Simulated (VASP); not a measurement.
# AlN (Pm) in VASP: notebook

AlN is run at these levels: PBE; tasks: single point.

Program: VASP 6.6.1. These are calculated values, not measurements. Logs are shortened: lines on timing, memory, paths and dates and some standing lists are left out, and cuts for length are marked.

### Step 1. The cell of the first run

The structure is monoclinic, space group Pm (No. 6). Conventional cell: a = 3.313 Å, b = 4.187 Å, c = 5.739 Å, α = 90.00°, β = 90.00°, γ = 90.00°. Within 1.9 Å of Al (site symmetry m) lie 1 N at 1.40 Å. Within 2.5 Å of Al (site symmetry m) lie 5 N at 1.91 to 2.09 Å. Al (site symmetry m) has 5 N at 1.91 to 2.09 Å within 2.5 Å. Al (site symmetry m) has 5 N at 1.91 to 2.09 Å within 2.5 Å. N (site symmetry m) has 5 Al at 1.91 to 2.16 Å within 2.5 Å. N (site symmetry m) has 5 Al at 1.91 to 2.09 Å within 2.5 Å. Within 2.5 Å of N (site symmetry m) lie 5 Al at 1.91 to 2.32 Å. N (site symmetry m) has 1 Al at 1.40 Å within 1.9 Å.

### Step 2. Single point, PBE (atom 1 (Al) moved by -0.378 Å along [1 0 0] and -0.378 Å along [1 2 0])

INCAR reads:

```
PREC = Accurate
ENCUT = 520
EDIFF = 1E-7
ISMEAR = 0
SIGMA = 0.05
LREAL = F
LASPH = T
NELM = 100
ALGO = Normal
ISIF = 2
LWAVE = F
LCHARG = F
GGA = PE
NBANDS = 26
```

KPOINTS reads:

```
regular mesh
0
Gamma
  8 6 4
```

POSCAR reads:

```
AlN
1.0
   -1.6567491617      2.8695737234      0.0000000000
    0.0000000000      0.0000000000      4.1874629526
    4.9702474850      2.8695737234      0.0000000000
Al N
4 4
Direct
    0.4582442515      0.7500000000      0.0766955329
    0.0000000000      0.7500000000      0.6666666667
    0.0000000000      0.2500000000      0.3333333333
    0.5000000000      0.2500000000      0.8333333333
    0.5000000000      0.2500000000      0.1666666667
    0.0000000000      0.2500000000      0.6666666667
    0.0000000000      0.7500000000      0.3333333333
    0.5000000000      0.7500000000      0.8333333333
```

Potentials or basis: VASP PAW PBE potentials, release 64 (Al, N).

On the command line:

```console
$ cat potpaw_PBE.64/Al/POTCAR potpaw_PBE.64/N/POTCAR > POTCAR
$ mpirun -np 1 vasp_std > vasp.out
```

OUTCAR:

```text
PREC = Accurate
   ENCUT = 520
   EDIFF = 1E-7
   ISMEAR = 0
   LREAL = F
   LASPH = T
   NELM = 100
   ISIF = 2
   GGA = PE

 ion  position               nearest neighbor table
   1  0.458  0.750  0.077-   8 1.40   7 2.12   5 2.16   5 2.16   7 2.32   4 2.52   4 2.52   2 2.80
                             2 2.96   3 2.98   3 2.98   3 3.13   3 3.13
   2  0.000  0.750  0.667-   8 1.91   8 1.91   7 1.91   6 2.09   6 2.09   1 2.80   4 2.84   4 2.84
                             4 2.84   4 2.84   3 2.84   3 2.84   1 2.96
   3  0.000  0.250  0.333-   5 1.91   5 1.91   6 1.91   7 2.09   7 2.09   2 2.84   2 2.84   1 2.98
                             1 2.98   1 3.13   1 3.13   4 3.31   4 3.31   4 3.31   4 3.31
   4  0.500  0.250  0.833-   6 1.91   6 1.91   5 1.91   8 2.09   8 2.09   1 2.52   1 2.52   2 2.84
                             2 2.84   2 2.84   2 2.84   3 3.31   3 3.31   3 3.31   3 3.31
   5  0.500  0.250  0.167-   3 1.91   3 1.91   4 1.91   1 2.16   1 2.16
   6  0.000  0.250  0.667-   4 1.91   4 1.91   3 1.91   2 2.09   2 2.09
   7  0.000  0.750  0.333-   2 1.91   3 2.09   3 2.09   1 2.12   1 2.32
   8  0.500  0.750  0.833-   1 1.40   2 1.91   2 1.91   4 2.09   4 2.09

  LATTYP: Found a simple orthorhombic cell.
 ALAT       =     3.3134983233
 B/A-ratio  =     1.2637588868
 C/A-ratio  =     1.7320508076

  Lattice vectors:

 A1 = (  -1.6567491617,   2.8695737234,   0.0000000000)
 A2 = (   0.0000000000,   0.0000000000,   4.1874629526)
 A3 = (   4.9702474850,   2.8695737234,   0.0000000000)

Analysis of symmetry for initial positions (statically):
=====================================================================
 Subroutine PRICEL returns:
 Original cell was already a primitive cell.

 Routine SETGRP: Setting up the symmetry group for a
 simple orthorhombic supercell.

 Subroutine GETGRP returns: Found  2 space group operations
 (whereof  1 operations were pure point group operations)
 out of a pool of  8 trial point group operations.

The static configuration has the point symmetry C_1 .
 The point group associated with its full space group is C_1h.

Analysis of symmetry for dynamics (positions and initial velocities):
=====================================================================
 Subroutine PRICEL returns:
 Original cell was already a primitive cell.

 Routine SETGRP: Setting up the symmetry group for a
 simple orthorhombic supercell.

 Subroutine GETGRP returns: Found  2 space group operations
 (whereof  1 operations were pure point group operations)
 out of a pool of  8 trial point group operations.

The dynamic configuration has the point symmetry C_1 .
 The point group associated with its full space group is C_1h.

 Subroutine INISYM returns: Found  2 space group operations
 (whereof  1 operations are pure point group operations),
 and found     1 'primitive' translations

----------------------------------------------------------------------------------------

                                     Primitive cell

  volume of cell :      79.6315

  direct lattice vectors                    reciprocal lattice vectors
    -1.656749162  2.869573723  0.000000000    -0.150897919  0.261362862  0.000000000
     0.000000000  0.000000000  4.187462953     0.000000000  0.000000000  0.238808083
     4.970247485  2.869573723  0.000000000     0.150897919  0.087120954  0.000000000

  length of vectors
     3.313498323  4.187462953  5.739147447     0.301795837  0.238808083  0.174241908

  position of ions in fractional coordinates (direct lattice)
     0.458244251  0.750000000  0.076695533
     0.000000000  0.750000000  0.666666667
     0.000000000  0.250000000  0.333333333
     0.500000000  0.250000000  0.833333333
     0.500000000  0.250000000  0.166666667
     0.000000000  0.250000000  0.666666667
     0.000000000  0.750000000  0.333333333
     0.500000000  0.750000000  0.833333333

  ion indices of the primitive-cell ions
   primitive index   ion index
                 1           1
                 2           2
                 3           3
                 4           4
                 5           5
                 6           6
                 7           7
                 8           8

----------------------------------------------------------------------------------------

 KPOINTS: regular mesh

Automatic generation of k-mesh.
 Grid dimensions read from file:
 generate k-points for:    8    6    4

 Generating k-lattice:

  Cartesian coordinates                     Fractional coordinates (reciprocal lattice)
    -0.018862240  0.032670358  0.000000000     0.125000000  0.000000000  0.000000000
     0.000000000  0.000000000  0.039801347     0.000000000  0.166666667  0.000000000
     0.037724480  0.021780238  0.000000000     0.000000000  0.000000000  0.250000000

  Length of vectors
     0.037724480  0.039801347  0.043560477

  Shift w.r.t. Gamma in fractional coordinates (k-lattice)
     0.000000000  0.000000000  0.000000000

 Subroutine IBZKPT returns following result:
 ===========================================

 Found     72 irreducible k-points:

 Following reciprocal coordinates:
            Coordinates               Weight
  0.000000  0.000000  0.000000      1.000000
  0.125000  0.000000 -0.000000      2.000000
  0.250000  0.000000 -0.000000      2.000000
  0.375000  0.000000 -0.000000      2.000000
  0.500000  0.000000 -0.000000      1.000000
  0.000000  0.166667  0.000000      2.000000
[... 16 lines left out ...]
  0.125000  0.000000 -0.250000      2.000000
  0.250000  0.000000  0.250000      2.000000
 [... further k-points ...]
   k-points           NKPTS =     72   k-points in BZ     NKDIM =     72   number of bands    NBANDS=     26
   number of dos      NEDOS =    301   number of ions     NIONS =      8
   total plane-waves  NPLWV =  43008
   dimension x,y,z NGX =    28 NGY =   32 NGZ =   48
   dimension x,y,z NGXF=    56 NGYF=   64 NGZF=   96
   ions per type =               4   4
   NGX,Y,Z   is equivalent  to a cutoff of  14.05, 12.70, 13.90 a.u.
   NGXF,Y,Z  is equivalent  to a cutoff of  28.10, 25.41, 27.81 a.u.
 SYSTEM =  unknown system
   PREC   = accura    normal or accurate (medium, high low for compatibility)
   ISTART =      0    job   : 0-new  1-cont  2-samecut
   ICHARG =      2    charge: 1-file 2-atom 10-const
   ISPIN  =      1    spin polarized calculation?
   LNONCOLLINEAR =      F non collinear calculations
   LSORBIT =      F    spin-orbit coupling
   LASPH  =      T    aspherical Exc in radial PAW
   ENCUT  =  520.0 eV  38.22 Ry    6.18 a.u.   6.16  7.79 10.67*2*pi/ulx,y,z
   NELM   =    100;   NELMIN=  2; NELMDL= -5     # of ELM steps
   EDIFF  = 0.1E-06   stopping-criterion for ELM
   LREAL  =      F    real-space projection
   EDIFFG = 0.1E-05   stopping-criterion for IOM
   NSW    =      0    number of steps for IOM
   IBRION =     -1    ionic relax: 0-MD 1-quasi-New 2-CG
   NFREE  =      0    steps in history (QN), initial steepest desc. (CG)
   ISIF   =      2    stress and relaxation
   ISYM   =      2    0-nonsym 1-usesym 2-fastsym
   POTIM  = 0.5000    time-step for ionic-motion
   TEBEG  =    0.0;   TEEND  =   0.0 temperature during run
   PSTRESS=    0.0 pullay stress
   NELECT =      32.0000    total number of electrons
   NUPDOWN=      -1.0000    fix difference up-down
   EMIN   =  10.00;   EMAX   =-10.00  energy-range for DOS
   EFERMI =   0.00;   METHOD = LEGACY
   ISMEAR =     0;   SIGMA  =   0.05  broadening in eV -4-tet -1-fermi 0-gaus
   EFERMI_NEDOS =   21; number of points for ismear=-14 and -15
   IALGO  =     38    algorithm
   IMIX   =      4    mixing-type and parameters
     AMIX     =   0.40;   BMIX     =  1.00
     AMIX_MAG =   1.60;   BMIX_MAG =  1.00
  volume/ion in A,a.u.               =       9.95        67.17
  Fermi-wavevector in a.u.,A,eV,Ry     =   1.208082  2.282944 19.857191  1.459462
  Thomas-Fermi vector in A             =   2.343701
   LORBIT       =      0    0 simple, 1 ext, 2 COOP (PROOUT), +10 PAW based schemes
   GGA     = PE    functional components
   LHFCALC =     F    Hartree Fock is set to
   AEXX    =    0.0000 exact exchange contribution
   IVDW    =     0    specifies the selected vdW correction
   LEPSILON=     F    determine dielectric tensor
   LRPA    =     F    only Hartree local field effects (RPA)
 non-spin polarized calculation
 Gauss-broadening in eV      SIGMA  =   0.05
  energy-cutoff  :      520.00
  volume of cell :       79.63
 maximum number of plane-waves:      2174
 NGX is ok and might be reduce to    28
   NGX = 13   NGY = 15   NGZ = 21

 number of electron      31.9999993 magnetization

 Free energy of the ion-electron system (eV)
  ---------------------------------------------------
  ext. energy  EPLUGINS =         0.00000000
  ---------------------------------------------------
  free energy    TOTEN  =       -53.32419440 eV

  energy without entropy =      -53.32419440  energy(sigma->0) =      -53.32419440

 E-fermi :   8.5375     XC(G=0): -11.1445

 val. band max:        8.2593739110   @ k =   0.0000   0.0000   0.5000
 cond. band min:      10.1728605393   @ k =   0.0000   0.0000   0.0000
 fundamental gap:      1.9134866284
 Fermi energy:         8.5374588481

 k-point     1 :       0.0000    0.0000    0.0000
  band No.  band energies     occupation
      1      -9.6442      2.00000
      2      -6.8432      2.00000
      3      -6.5107      2.00000
      4      -4.4284      2.00000
      5       0.3727      2.00000
      6       1.3958      2.00000
[... 18 lines left out ...]
     25      16.9082      0.00000
     26      18.4639      0.00000

 k-point     2 :       0.1250    0.0000   -0.0000
  band No.  band energies     occupation
      1      -9.5305      2.00000
      2      -6.8056      2.00000
      3      -6.4658      2.00000
      4      -4.4280      2.00000
      5       0.5045      2.00000
      6       1.2565      2.00000
[... 18 lines left out ...]
     25      17.5594      0.00000
[... 608 lines left out ...]
     25      17.6312      0.00000
     26      17.7676      0.00000

 k-point    24 :       0.2500    0.0000    0.2500
  band No.  band energies     occupation
      1      -9.1679      2.00000
      2      -6.9912      2.00000
      3      -6.1982      2.00000
      4      -4.4153      2.00000
      5       0.9485      2.00000
      6       0.9690      2.00000
[... 18 lines left out ...]
     25      17.5547      0.00000
     26      17.8739      0.00000

 [... further k-points ...]

------------------------ aborting loop because EDIFF is reached ----------------------------------------

  FORCE on cell =-STRESS in cart. coord.  units (eV):
  Direction    XX          YY          ZZ          XY          YZ          ZX
  --------------------------------------------------------------------------------------
  -------------------------------------------------------------------------------------
  Total       23.5628472      4.1741457      0.6381407     11.1672227      0.0000000      0.0000000
  in kB      474.0817472     83.9833261     12.8393173    224.6832217      0.0000000      0.0000000
  external PRESSURE =     190.3014636 kB  Pullay stress =       0.0000000 kB

 VOLUME and BASIS-vectors are now :
 -----------------------------------------------------------------------------
  energy-cutoff  :      520.00
  volume of cell :       79.63
      direct lattice vectors                 reciprocal lattice vectors
    -1.656749162  2.869573723  0.000000000    -0.150897919  0.261362862  0.000000000
     0.000000000  0.000000000  4.187462953     0.000000000  0.000000000  0.238808083
     4.970247485  2.869573723  0.000000000     0.150897919  0.087120954  0.000000000

 POSITION                                       TOTAL-FORCE (eV/Angst)
 -----------------------------------------------------------------------------------
     -0.37800      1.53505      3.14060        25.673709     13.009091      0.000000
      3.31350      1.91305      3.14060        -2.492143     -1.578387      0.000000
      1.65675      0.95652      1.04687        -0.517175     -0.447433      0.000000
      3.31350      3.82610      1.04687        -0.548911     -0.067509      0.000000
      0.00000      1.91305      1.04687        -1.868400     -1.470111      0.000000
      3.31350      1.91305      1.04687         1.035480      0.577067      0.000000
      1.65675      0.95652      3.14060        -1.224855     -0.624759      0.000000
      3.31350      3.82610      3.14060       -20.057705     -9.397959      0.000000
 -----------------------------------------------------------------------------------
    total drift:                                0.000212      0.000163      0.000000

  FREE ENERGIE OF THE ION-ELECTRON SYSTEM (eV)
  ---------------------------------------------------
  free  energy   TOTEN  =       -53.3241944017 eV

  energy  without entropy=      -53.3241944017  energy(sigma->0) =      -53.32419440
```

It took 1.8 min on 1 thread of Intel Xeon 6975P-C (Granite Rapids), shared host; peak memory 0.25 GiB.

Results:

```yaml
Free_energy: -53.3242 eV
Pressure: 19.0 GPa
Largest_force: 28.782 eV/Å
Band_gap_on_the_k_mesh: 1.91 eV, indirect (least direct gap 1.97 eV)
```

Forces on the atoms (eV/Å):
```
Al   25.674  13.009   0.000
Al   -2.492  -1.578   0.000
Al   -0.517  -0.447   0.000
Al   -0.549  -0.068   0.000
N    -1.868  -1.470   0.000
N     1.035   0.577   0.000
N    -1.225  -0.625   0.000
N   -20.058  -9.398   0.000
```

Caveat: the cell differs from its parent crystal (atom 1 (Al) moved by -0.378 Å along [1 0 0] and -0.378 Å along [1 2 0]); forces of over 1 eV/Å act on the atoms, so gaps and moduli don't describe the material at rest.

### Step 3. Single point, PBE (atom 1 (Al) moved by -0.378 Å along [1 0 0] and +0.630 Å along [1 2 0])

INCAR reads:

```
SYSTEM = AlN
PREC = Accurate
ENCUT = 520
EDIFF = 1E-6
ISMEAR = 0
SIGMA = 0.05
LREAL = .FALSE.
LASPH = .TRUE.
NELM = 80
ALGO = Normal
ISIF = 2
LWAVE = .FALSE.
LCHARG = .FALSE.
GGA = PE
NBANDS = 26
```

KPOINTS reads:

```
regular mesh
0
G
  8 6 4
  0 0 0
```

Edit POSCAR of step 2 so:

```diff
@@ -8,3 +8,3 @@
 Direct
-    0.4582442515      0.7500000000      0.0766955329
+    0.7216980160      0.7500000000      0.1645134544
     0.0000000000      0.7500000000      0.6666666667
```

Potentials or basis: VASP PAW PBE potentials, release 64 (Al, N).

On the command line:

```console
$ cat potpaw_PBE.64/Al/POTCAR potpaw_PBE.64/N/POTCAR > POTCAR
$ mpirun -np 1 vasp_std > vasp.out
```

It took 89 s on 1 thread of Intel Xeon 6975P-C (Granite Rapids), shared host; peak memory 0.25 GiB.

It converged, with:

```yaml
Free_energy: -51.7211 eV
Pressure: 26.4 GPa
Largest_force: 34.157 eV/Å
Band_gap_on_the_k_mesh: 2.60 eV, direct
```

Forces in eV/Å, atoms in the order of the input:
```
Al   -7.560 -33.310   0.000
Al   -0.673  -0.004   0.000
Al    0.072   1.495   0.000
Al    0.328  -0.157   0.000
N    -0.854   1.330   0.000
N    -0.128  -0.053   0.000
N     8.791  29.531   0.000
N     0.024   1.167   0.000
```

Stress tensor (GPa, compression positive):
```
 4.65 24.02  0.00
24.02 72.25  0.00
 0.00  0.00  2.43
```

Levels at points of the mesh, in eV from the valence-band top:
| k point | band 14 | band 15 | band 16 | band 17 | band 18 | band 19 |
| --- | --- | --- | --- | --- | --- | --- |
| (0.00, 0.00, 0.00) | -1.38 | -1.24 | 0.00 | 2.60 | 3.82 | 4.26 |
| (0.50, 0.00, 0.00) | -2.36 | -2.05 | -1.75 | 4.79 | 5.13 | 6.27 |
| (0.00, 0.50, 0.00) | -1.92 | -1.81 | -1.49 | 4.41 | 4.61 | 5.68 |
| (0.50, 0.50, 0.00) | -1.18 | -0.89 | -0.47 | 4.62 | 5.67 | 6.46 |
| (0.00, 0.00, 0.50) | -1.28 | -1.11 | -0.84 | 3.70 | 4.96 | 5.46 |
| (0.50, 0.00, 0.50) | -2.25 | -1.71 | -1.03 | 3.44 | 4.22 | 6.33 |
| (0.00, 0.50, 0.50) | -2.01 | -1.74 | -1.45 | 4.35 | 4.66 | 5.50 |
| (0.50, 0.50, 0.50) | -1.68 | -1.57 | -1.15 | 4.08 | 4.56 | 5.35 |

Caveat: the cell differs from its parent crystal (atom 1 (Al) moved by -0.378 Å along [1 0 0] and +0.630 Å along [1 2 0]); forces of over 1 eV/Å act on the atoms, so gaps and moduli don't describe the material at rest.

### Step 4. Single point, PBE (atom 1 (Al) moved by +0.630 Å along [1 0 0] and +0.126 Å along [1 2 0])

INCAR reads:

```
PREC = Accurate ; ENCUT = 520
EDIFF = 1E-6 ; ISMEAR = 0
SIGMA = 0.05 ; LREAL = False
LASPH = True ; NELM = 60
ALGO = Normal ; ISIF = 2
LWAVE = False ; LCHARG = False
GGA = PE ; NBANDS = 26
```

KPOINTS reads:

```
Automatic mesh
0
Gamma
  8 6 4
```

Edit POSCAR of step 3 so:

```diff
@@ -8,3 +8,3 @@
 Direct
-    0.7216980160      0.7500000000      0.1645134544
+    0.4378660319      0.7500000000      0.2727095956
     0.0000000000      0.7500000000      0.6666666667
```

On the command line:

```console
$ cat potpaw_PBE.64/Al/POTCAR potpaw_PBE.64/N/POTCAR > POTCAR
$ mpirun -np 1 vasp_std > vasp.out
```

Run time: 1.8 min. Hardware: 1 thread of Intel Xeon 6975P-C (Granite Rapids), shared host; peak memory 0.25 GiB.

Results (log left out):

```
Free energy            : -54.8353 eV
Pressure               : 14.0 GPa
Largest force          : 16.144 eV/Å
Band gap on the k mesh : 2.20 eV, direct
```

Forces in eV/Å, atoms in the order of the input:
```
Al  -13.653   8.615   0.000
Al    2.488   1.144   0.000
Al    0.015  -0.857   0.000
Al    0.499   0.312   0.000
N     2.150   0.827   0.000
N    -0.841  -0.495   0.000
N    10.031  -9.007   0.000
N    -0.688  -0.539   0.000
```

Stress tensor (GPa, compression positive):
```
 18.13 -23.11   0.00
-23.11  22.75   0.00
  0.00   0.00   1.06
```

Levels at points of the mesh, in eV from the valence-band top:
```tsv
k point	band 14	band 15	band 16	band 17	band 18	band 19
(0.00, 0.00, 0.00)	-1.19	-0.87	0.00	2.20	3.90	4.47
(0.50, 0.00, 0.00)	-2.26	-2.23	-1.51	4.01	4.53	6.34
(0.00, 0.50, 0.00)	-1.83	-1.71	-1.18	3.99	4.79	5.51
(0.50, 0.50, 0.00)	-0.92	-0.87	-0.51	4.35	4.64	6.60
(0.00, 0.00, 0.50)	-1.49	-0.81	-0.61	3.80	5.15	5.81
(0.50, 0.00, 0.50)	-2.61	-1.68	-0.86	2.54	4.35	5.39
(0.00, 0.50, 0.50)	-1.90	-1.44	-1.07	3.87	4.77	5.63
(0.50, 0.50, 0.50)	-1.45	-1.27	-1.20	3.21	3.91	5.34
```

Caveat: the cell differs from its parent crystal (atom 1 (Al) moved by +0.630 Å along [1 0 0] and +0.126 Å along [1 2 0]); forces of over 1 eV/Å act on the atoms, so gaps and moduli don't describe the material at rest.
